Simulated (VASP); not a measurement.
A run of VASP 6.6.1 is set up as follows.

File INCAR:

```
SYSTEM = H3CNO
  ALGO = Normal
  EDIFF = 1E-6
  ENCUT = 520
  GGA = PE
  ISIF = 2
  ISMEAR = -1
  IVDW = 12
  LASPH = .TRUE.
  LCHARG = .FALSE.
  LREAL = Auto
  LWAVE = .FALSE.
  NBANDS = 54
  NELM = 60
  PREC = Accurate
  SIGMA = 0.05
```

KPOINTS

```
k-points
0
G
  1 1 1
  0 0 0
```

File POSCAR:

```
H3CNO
1.0
    7.9602190000      0.0000000000      0.0000000000
    0.0000000000      7.9602190000      0.0000000000
    0.0000000000      0.0000000000      7.9602190000
N H O C
4 12 4 4
Direct
    0.8490972422      0.4431913243      0.7959077508
    0.5821824751      0.7165129502      0.8474892462
    0.9318085344      0.1177857041      0.1287653016
    0.5825970366      0.9180149441      0.4720473143
    0.7492507430      0.3625025894      0.7637227066
    0.9278011070      0.4491333718      0.6911744514
    0.9174747579      0.3704671944      0.8802647264
    0.6059381030      0.7853427148      0.9539436038
    0.6853580285      0.6365654010      0.8358061506
    0.5908128910      0.7931314453      0.7405449523
    0.9612172730     -0.0078515428      0.1106502221
    0.9502125507      0.1371695929      0.2542392364
    0.8019377356      0.1348329738      0.1183635777
    0.6318796003      1.0352981495      0.4935040104
    0.6652580790      0.8637073930      0.3931047626
    0.4703890684      0.9317834095      0.4116846534
    0.3837708485      0.2621787164     -0.0014069965
    0.2991877485      0.4940441965      0.5975338116
    0.1091301634      0.8803275387      0.6961743138
    0.2238631877      0.6117545258      0.1789900504
    0.3646633340      0.1856607211      0.1179615787
    0.4239707475      0.4248501203      0.6119429629
    0.2036878634      0.8785562307      0.8040733553
    0.1251598731      0.7164878253      0.1872184672
```

Potentials or basis: VASP PAW PBE potentials, release 64 (N, H, O, C).

Launch:

```bash
$ cat potpaw_PBE.64/N/POTCAR potpaw_PBE.64/H/POTCAR potpaw_PBE.64/O/POTCAR potpaw_PBE.64/C/POTCAR > POTCAR
$ mpirun -np 1 vasp_gam > vasp.out
```

Problem. Estimate the dispersion energy per atom.

Solution. -0.027 eV.

Problem. Estimate the pressure.

Solution. -0.8 GPa.

Problem. Estimate the largest force.

Solution. 1.367 eV/Å.

Stress tensor (GPa, compression positive):
```
-1.16 -0.03  0.11
-0.03 -0.78  0.14
 0.11  0.14 -0.54
```

Caveat: the k points lie up to 0.79 Å⁻¹ apart.
